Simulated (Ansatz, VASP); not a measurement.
**CeO2 in VASP and in Ansatz**

The input POSCAR:

```
CeO2
1.0
    0.0000000000      2.7036500000      2.7036500000
    2.7036500000      0.0000000000      2.7036500000
    2.7036500000      2.7036500000      0.0000000000
Ce O
1 2
Direct
    0.0000000000      0.0000000000      0.0000000000
    0.2500000000      0.2500000000      0.2500000000
    0.7500000000      0.7500000000      0.7500000000
```

File INCAR.step1:

```
SYSTEM = CeO2
  PREC = Accurate
  ENCUT = 600
  ISMEAR = 0
  SIGMA = 0.02
  LREAL = .False.
  LASPH = .True.
  NELM = 80
  GGA = PE
  ALGO = Normal
  EDIFF = 1E-4
  LWAVE = .True.
  LCHARG = .False.
```

The input INCAR.step2:

```
SYSTEM = CeO2
  PREC = Accurate
  ENCUT = 600
  EDIFF = 1E-6
  ISMEAR = 0
  SIGMA = 0.02
  LREAL = .False.
  LASPH = .True.
  NELM = 80
  ALGO = Normal
  ISIF = 3
  LWAVE = .False.
  LCHARG = .False.
  METAGGA = R2SCAN
  LMIXTAU = .True.
  LUSE_VDW = .True.
  IVDW_NL = 2
  BPARAM = 11.95
  CPARAM = 0.0093
  IBRION = 2
  NSW = 100
  EDIFFG = -0.002
  ISTART = 1
```

KPOINTS

```
regular mesh
0
Gamma
  10 10 10
  0 0 0
```

Input for Ansatz:

```yaml
crystal:
  lattice:
    - [0.0, 2.70365, 2.70365]
    - [2.70365, 0.0, 2.70365]
    - [2.70365, 2.70365, 0.0]
  atoms:
    - { symbol: Ce, position: [0.0, 0.0, 0.0] }
    - { symbol: O, position: [0.25, 0.25, 0.25] }
    - { symbol: O, position: [0.75, 0.75, 0.75] }
basis:
  ecutwfc: 500
kpoints:
  mp_grid: { grid: [10, 10, 10] }
hamiltonian:
  xc: r2scan
  dispersion: rvv10
scf:
  occupations: { method: gaussian, width: 0.02 }
output:
  forces: true
  stress: true
  eigenvalues: true
relax:
  adjacent_minimum: "off"
  f_tol: 0.002
  max_steps: 80
  cell: { stress_tol: 0.02 }
```

Alike in both runs: task relaxation of cell and atoms; functional r2SCAN; dispersion rVV10; k mesh 10 × 10 × 10; occupations gaussian, width 0.02 eV; no spin polarisation.

|  | VASP | Ansatz |
| --- | --- | --- |
| version | VASP 6.6.1 | Ansatz 0.2.0 |
| potentials or method | VASP PAW PBE potentials, release 64 (Ce, O), cutoff 600 eV | scalar-relativistic, plane waves, PAW |
| valence electrons in the cell | 24 | 24 |

Ansatz gave:

```
gap on the k mesh at the Fermi level, each at its own relaxed structure (eV) : 2.26
relaxed volume (Å³/atom)                                                     : 13.29
relaxed cell length with the largest relative difference (Å)                 : 3.834
```

Estimate VASP's values.

gap on the k mesh at the Fermi level, each at its own relaxed structure (eV): 2.22; relaxed volume (Å³/atom): 13.28; relaxed cell length with the largest relative difference (Å): 3.834.

VASP's potentials were made for PBE, not for r2SCAN.

Spin-orbit coupling is off throughout.
